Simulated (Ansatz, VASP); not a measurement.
**One calculation of Zr3Cd2, two programs**

```
CELL_PARAMETERS angstrom
5.50103 0.00000 0.00000
0.00000 5.09111 0.00000
0.00000 0.00000 5.51189
ATOMIC_POSITIONS crystal
Zr 0.00000 0.00000 0.50000
Zr 0.50000 0.00000 0.00000
Zr 0.00000 0.00000 0.00000
Cd 0.50000 0.50000 0.50000
Cd 0.50000 0.00000 0.50000
```

Alike in both runs: functional PBEsol; k mesh 8 × 6 × 6; occupations gaussian, width 0.1 eV; no spin polarisation.

Ansatz relaxed the structure, and its values are those at the end. VASP's run is a single point on that final structure, the one shown.

```csv
,VASP,Ansatz
version,VASP 6.6.1,Ansatz 0.2.0
potentials or method,"VASP PAW PBE potentials, release 64 (Zr_sv, Cd), cutoff 520 eV","scalar-relativistic, plane waves, PAW"
valence electrons in the cell,60,76
```

|  | VASP | Ansatz | Ansatz less VASP |
| --- | --- | --- | --- |
| gap on the k mesh at the Fermi level (eV) | none | none | - |
| pressure (GPa) | 0.2 | 0.0 | -0.25 |

VASP's potentials were made for PBE, not for PBEsol. A gap of «none» marks a metal or a gap that the smearing closes. VASP's potentials hold 60 valence electrons a cell and Ansatz's 76, so a difference there can come from the potentials and not from the codes.
